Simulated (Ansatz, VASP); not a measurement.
**Cu: VASP beside Ansatz**

```
CELL_PARAMETERS angstrom
0.00000 1.81437 1.81437
1.81437 0.00000 1.81437
1.81437 1.81437 0.00000
ATOMIC_POSITIONS crystal
Cu 0.00000 0.00000 0.00000
```

Alike in both runs: functional PBE; k mesh 20 × 20 × 20; occupations gaussian, width 0.1 eV; no spin polarisation.

Ansatz relaxed the structure, and its values are those at the end. VASP's run is a single point on that final structure, the one shown.

|  | VASP | Ansatz |
| --- | --- | --- |
| version | VASP 6.6.1 | Ansatz 0.2.0 |
| potentials or method | VASP PAW PBE potentials, release 64 (Cu), cutoff 600 eV | scalar-relativistic, plane waves, PAW |
| valence electrons in the cell | 11 | 19 |

Ansatz gave:

| Quantity | Value |
| --- | --- |
| gap on the k mesh at the Fermi level (eV) | none |
| pressure (GPa) | 0.0 |

**Question.** Estimate VASP's values.

**Answer.** gap on the k mesh at the Fermi level (eV): none; pressure (GPa): 0.8.

A gap of «none» marks a metal or a gap that the smearing closes. VASP's potentials hold 11 valence electrons a cell and Ansatz's 19, so a difference there can come from the potentials and not from the codes.
